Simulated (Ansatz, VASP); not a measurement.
## Al5Ni3Pd2: VASP beside Ansatz

The input INCAR:

```
SYSTEM = Al5Ni3Pd2
ALGO = Fast
EDIFF = 1E-6
ENCUT = 520
GGA = PE
ISIF = 2
ISMEAR = 0
LASPH = .True.
LCHARG = .False.
LREAL = .False.
LWAVE = .False.
NBANDS = 44
NELM = 100
PREC = Accurate
SIGMA = 0.1
```

The input KPOINTS:

```
k-points
0
Gamma
  14 14 4
  0 0 0
```

The input POSCAR:

```
Al5Ni3Pd2
1.0
    2.9441981112      0.0000000000      0.0000000000
    0.0000000000      2.9441981112      0.0000000000
    0.0000000000      0.0000000000     15.1114322942
Al Ni Pd
5 3 2
Direct
    0.5000000000      0.5000000000      0.7809809358
    0.5000000000      0.5000000000      0.0000000000
    0.5000000000      0.5000000000      0.2190190642
    0.5000000000      0.5000000000      0.4061089004
    0.5000000000      0.5000000000      0.5938910996
    0.0000000000      0.0000000000      0.6874649966
    0.0000000000      0.0000000000      0.3125350034
    0.0000000000      0.0000000000      0.5000000000
    0.0000000000      0.0000000000      0.8906036068
    0.0000000000      0.0000000000      0.1093963932
```

Input for Ansatz:

```yaml
crystal:
  lattice:
    - [2.9441981112, 0.0, 0.0]
    - [0.0, 2.9441981112, 0.0]
    - [0.0, 0.0, 15.1114322942]
  atoms:
    - { symbol: Al, position: [0.5, 0.5, 0.7809809358] }
    - { symbol: Al, position: [0.5, 0.5, 0.0] }
    - { symbol: Al, position: [0.5, 0.5, 0.2190190642] }
    - { symbol: Al, position: [0.5, 0.5, 0.4061089004] }
    - { symbol: Al, position: [0.5, 0.5, 0.5938910996] }
    - { symbol: Ni, position: [0.0, 0.0, 0.6874649966] }
    - { symbol: Ni, position: [0.0, 0.0, 0.3125350034] }
    - { symbol: Ni, position: [0.0, 0.0, 0.5] }
    - { symbol: Pd, position: [0.0, 0.0, 0.8906036068] }
    - { symbol: Pd, position: [0.0, 0.0, 0.1093963932] }
basis:
  ecutwfc: 420
kpoints:
  mp_grid: { grid: [14, 14, 4] }
  band_path:
    path:
      - [[0.0, 0.0, 0.0], [0.0, 0.5, 0.0], [0.5, 0.5, 0.0], [0.0, 0.0, 0.0], [0.0, 0.0, 0.5], [0.0, 0.5, 0.5], [0.5, 0.5, 0.5], [0.0, 0.0, 0.5]]
      - [[0.0, 0.5, 0.0], [0.0, 0.5, 0.5]]
      - [[0.5, 0.5, 0.0], [0.5, 0.5, 0.5]]
    npoints: 14
hamiltonian:
  xc: pbe
scf:
  occupations: { method: gaussian, width: 0.1 }
  n_extra_bands: 25
output:
  forces: true
  stress: true
  eigenvalues: true
  populations: true
  dos: { projected: true, de: 0.02, nscf_kmesh: { grid: [17, 17, 5] } }
  bader: true
  write_density: true
  write_potential: true
  elf: true
  volumetric_format: npy
```

Alike in both runs: task single point; functional PBE; k mesh 14 × 14 × 4; occupations gaussian, width 0.1 eV; no spin polarisation.

|  | VASP | Ansatz |
| --- | --- | --- |
| version | VASP 6.6.1 | Ansatz 0.2.0 |
| potentials or method | VASP PAW PBE potentials, release 64 (Al, Ni, Pd), cutoff 520 eV | scalar-relativistic, plane waves, PAW |
| valence electrons in the cell | 65 | 105 |

Ansatz gave:

| Item | Value |
| --- | --- |
| gap on the k mesh at the Fermi level (eV) | none |
| pressure (GPa) | 0.0 |

Task: What did VASP give for the same quantities?

Result: gap on the k mesh at the Fermi level (eV): none; pressure (GPa): 0.1.

A gap of «none» marks a metal or a gap that the smearing closes. The functional is the same, so the differences come from potentials, cutoffs and numerics. VASP's potentials hold 65 valence electrons a cell and Ansatz's 105, so a difference there can come from the potentials and not from the codes.
